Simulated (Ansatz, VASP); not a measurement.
One calculation of Pd, two programs

INCAR

```
SYSTEM = Pd
ALGO = Normal
EDIFF = 1E-6
ENCUT = 520
GGA = PS
ISIF = 2
ISMEAR = -1
ISPIN = 2
LASPH = .TRUE.
LCHARG = .TRUE.
LELF = .TRUE.
LMAXMIX = 4
LORBIT = 11
LREAL = .FALSE.
LVHAR = .TRUE.
LWAVE = .FALSE.
MAGMOM = 0.5 -0.5
NBANDS = 21
NELM = 150
PREC = Accurate
SIGMA = 0.05
```

KPOINTS

```
k-points
0
G
  12 12 12
  0 0 0
```

Contents of POSCAR:

```
Pd
1.0
    0.0000000000      2.5296823921      2.5296823921
    2.5296823921      0.0000000000      2.5296823921
    2.5296823921      2.5296823921      0.0000000000
Pd
2
Direct
    0.0000000000      0.0000000000      0.0000000000
    0.5000000000      0.5000000000      0.5000000000
```

Input for Ansatz:

```yaml
crystal:
  lattice:
    - [0.0, 2.5296823921, 2.5296823921]
    - [2.5296823921, 0.0, 2.5296823921]
    - [2.5296823921, 2.5296823921, 0.0]
  atoms:
    - { symbol: Pd, position: [0.0, 0.0, 0.0], spin: 0.5 }
    - { symbol: Pd, position: [0.5, 0.5, 0.5], spin: -0.5 }
hamiltonian:
  xc: pbesol
  pseudopotentials:
    kind: paw
    azcp:
      Pd: "pseudopotentials/Pd.paw.azcp"
basis:
  ecutwfc: 420
  fft_grid_basis: typed
kpoints:
  mp_grid: { grid: [12, 12, 12], shift: [0, 0, 0] }
magnetization:
  spin_polarized: true
scf:
  occupations: { method: fermi_dirac, width: 0.05 }
  lower_state_search: "off"
output:
  stress: true
```

Alike in both runs: task single point; functional PBEsol; k mesh 12 × 12 × 12; occupations fermi-dirac, width 0.05 eV; collinear spin.

|  | VASP | Ansatz |
| --- | --- | --- |
| version | VASP 6.6.1 | Ansatz 0.2.0 |
| potentials or method | VASP PAW PBE potentials, release 64 (Pd), cutoff 520 eV | plane waves (420 eV) with PAW, scalar-relativistic |
| valence electrons in the cell | 20 | 36 |

|  | VASP | Ansatz | Ansatz less VASP |
| --- | --- | --- | --- |
| pressure (GPa) | 6.5 | 7.0 | +0.51 |
| net moment per atom (μB) | 0.00 | 0.00 | 0.000 |

VASP's potentials were made for PBE, not for PBEsol, and Ansatz warns of the same on its side. VASP's potentials hold 20 valence electrons a cell and Ansatz's 36, so a difference there can come from the potentials and not from the codes. Ansatz's warnings: seeded moment not kept.
